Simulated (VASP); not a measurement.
# Rh: single point with r2SCAN+D3(BJ)

The system is Rh.

```
CELL_PARAMETERS angstrom
0.00000 1.89785 1.89785
1.89785 0.00000 1.89785
1.89785 1.89785 0.00000
ATOMIC_POSITIONS crystal
Rh 0.00000 0.00000 0.00000
```

```yaml
Program: VASP 6.6.1
Task: single point
Functional: r2SCAN
Dispersion: D3(BJ)
Potentials_or_basis: VASP PAW PBE potentials, release 64 (Rh_pv)
Cutoff: 520 eV
k_mesh: 12 × 12 × 12
Occupations: fermi-dirac, width 0.05 eV
Spin: no spin polarisation
Dipole_correction: no
Further_INCAR_settings: ALGO = Normal; EDIFF = 1e-07; NBANDS = 14
```

| Property | Result |
| --- | --- |
| Pressure | -1.6 GPa |
| Dispersion energy per atom | -0.307 eV |

Levels at points of the mesh, in eV from the Fermi level:
| k point | band 3 | band 4 | band 5 | band 6 | band 7 | band 8 | band 9 | band 10 | band 11 | band 12 |
| --- | --- | --- | --- | --- | --- | --- | --- | --- | --- | --- |
| (0.00, 0.00, 0.00) | -47.83 | -8.24 | -3.22 | -3.22 | -3.22 | -1.10 | -1.10 | 16.71 | 17.32 | 22.49 |
| (0.50, 0.00, 0.00) | -47.94 | -6.40 | -3.34 | -3.34 | 0.57 | 0.57 | 0.88 | 9.13 | 16.26 | 17.32 |
| (0.50, 0.50, 0.00) | -48.12 | -6.62 | -6.25 | 0.50 | 1.03 | 1.03 | 3.48 | 12.93 | 14.03 | 14.03 |

Run time: 87 s on 1 thread of AMD EPYC 7R43 64-Core Processor (Zen 3), on a shared host, peak memory 0.1 GiB.

Caveat: three body term missing; the PAW data sets were made with another functional, which shifts forces and pressure a little; pairwise dispersion overbinds metals, which lowers pressure and volume.
